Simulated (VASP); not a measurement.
Set up this calculation in VASP 6.6.1, as the native input.

| Item | Value |
| --- | --- |
| Task | G0W0 quasiparticle levels |
| Functional | HSE06 |
| Potentials or basis | VASP PAW PBE potentials, release 64 (K_sv_GW, F_GW) |
| Cutoff | 500 eV |
| k mesh | 4 × 4 × 4 |
| Occupations | gaussian, width 0.01 eV |
| Spin | no spin polarisation |
| Dipole correction | no |
| GW scheme | G0W0 |
| GW iterations | 1 |
| Cutoff of the response function | 80 |
| Frequency points | 96 |
| Empty bands | 60 |
| Grid for exact exchange (PRECFOCK) | Fast |
| Further INCAR settings | ALGO = EVGW0; EDIFF = 1e-08; NBANDS = 68 |
| Share of exact exchange | 0.25 |
| Screening parameter | 0.2 1/Å |

The system is KF.

```
K F
1.0
     0.00000    2.93540    2.93540
     2.93540    0.00000    2.93540
     2.93540    2.93540    0.00000
K F
1 1
Direct
  0.00000 0.00000 0.00000
  0.25000 0.25000 0.25000
```

The input as run:

POSCAR

```
KF
1.0
    0.0000000000      2.9354014290      2.9354014290
    2.9354014290      0.0000000000      2.9354014290
    2.9354014290      2.9354014290      0.0000000000
K F
1 1
Direct
    0.0000000000      0.0000000000      0.0000000000
    0.2500000000      0.2500000000      0.2500000000
```

INCAR.step1

```
SYSTEM = KF
ALGO = Normal
EDIFF = 1E-5
ENCUT = 500
GGA = PE
ISIF = 2
ISMEAR = 0
LASPH = .True.
LCHARG = .False.
LREAL = .False.
LWAVE = .True.
NELM = 100
PREC = Accurate
SIGMA = 0.02
```

INCAR.step2

```
SYSTEM = KF
ALGO = Normal
EDIFF = 1E-8
ENCUT = 500
GGA = PE
HFSCREEN = 0.2
ISMEAR = 0
ISTART = 1
LASPH = .True.
LCHARG = .False.
LHFCALC = .True.
LREAL = .False.
LWAVE = .True.
NELM = 100
PREC = Accurate
PRECFOCK = Fast
SIGMA = 0.01
```

INCAR.step3

```
SYSTEM = KF
ALGO = Exact
EDIFF = 1E-8
ENCUT = 500
GGA = PE
HFSCREEN = 0.2
ISMEAR = 0
ISTART = 1
LASPH = .True.
LCHARG = .False.
LHFCALC = .True.
LOPTICS = .True.
LREAL = .False.
LWAVE = .True.
NBANDS = 68
NELM = 1
PREC = Accurate
PRECFOCK = Fast
SIGMA = 0.01
```

INCAR.step4

```
SYSTEM = KF
ALGO = EVGW0
EDIFF = 1E-8
ENCUT = 500
ENCUTGW = 80.0
GGA = PE
HFSCREEN = 0.2
ISMEAR = 0
ISTART = 1
LASPH = .True.
LCHARG = .False.
LHFCALC = .True.
LREAL = .False.
LWAVE = .False.
NBANDS = 68
NBANDSGW = 16
NELMGW = 1
NOMEGA = 96
OMEGAMAX = 20
PREC = Accurate
PRECFOCK = Fast
SIGMA = 0.01
```

KPOINTS

```
k-points
0
Gamma
  4 4 4
  0 0 0
```

Potentials or basis: VASP PAW PBE potentials, release 64 (K_sv_GW, F_GW).

Command:

```console
$ cat potpaw_PBE.64/K_sv_GW/POTCAR potpaw_PBE.64/F_GW/POTCAR > POTCAR
$ cp INCAR.step1 INCAR
$ mpirun -np 1 vasp_std > vasp.out
$ cp INCAR.step2 INCAR
$ mpirun -np 1 vasp_std > vasp.out
$ cp INCAR.step3 INCAR
$ mpirun -np 1 vasp_std > vasp.out
$ cp INCAR.step4 INCAR
$ mpirun -np 1 vasp_std > vasp.out
```

Results of the run:

* Quasiparticle gap: 9.51 eV
* Least direct quasiparticle gap: 9.74 eV
* Band gap of the starting levels on the mesh: 7.07 eV
* Least direct gap of the starting levels on the mesh: 7.28 eV

Caveat: the k points lie up to 0.46 Å⁻¹ apart; bands, screening cutoff and mesh are small and nothing is extrapolated, so the quasiparticle values aren't converged; the structure was generated, so it needn't be the stable form of KF.

It took 29 min on 1 thread of Intel(R) Xeon(R) Platinum 8259CL CPU @ 2.50GHz (Skylake/Cascade Lake), on a shared host, peak memory 0.79 GiB.
